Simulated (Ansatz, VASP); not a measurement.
**AgCl: VASP beside Ansatz**

```
CELL_PARAMETERS angstrom
1.81478 -5.38990 0.00000
1.81478 5.38990 0.00000
0.00000 0.00000 3.92404
ATOMIC_POSITIONS crystal
Ag 0.39656 0.60344 0.75000
Ag 0.60344 0.39656 0.25000
Cl 0.86545 0.13455 0.25000
Cl 0.13455 0.86545 0.75000
```

Change from the starting cell: equal xx and yy strain of -3 %, crystal datasets.

Alike in both runs: task electric field gradients; functional PBEsol; k mesh 9 × 9 × 8; occupations fermi-dirac, width 0.03 eV; no spin polarisation.

|  | VASP | Ansatz |
| --- | --- | --- |
| version | VASP 6.6.1 | Ansatz 0.2.0 |
| potentials or method | VASP PAW PBE potentials, release 64 (Ag, Cl), cutoff 520 eV | all-electron PAW with datasets made for the crystal, scalar-relativistic |

|  | VASP | Ansatz | Ansatz less VASP |
| --- | --- | --- | --- |
| pressure (GPa) | 0.1 | 0.2 | +0.12 |
| traceless stress, the component that is largest in VASP (GPa) | 0.31 | 0.32 | +0.017 |
| rms of the force components (eV/Å) | 0.024 | 0.024 | +0.0001 |
| size of Vzz on the site where it differs most (V/Å²) | 47.5 | 43.5 | -4.01 |

VASP's potentials were made for PBE, not for PBEsol. Atom by atom the forces differ by 0.001 eV/Å (rms over components). Ansatz ran all-electron here, and VASP with PAW potentials.
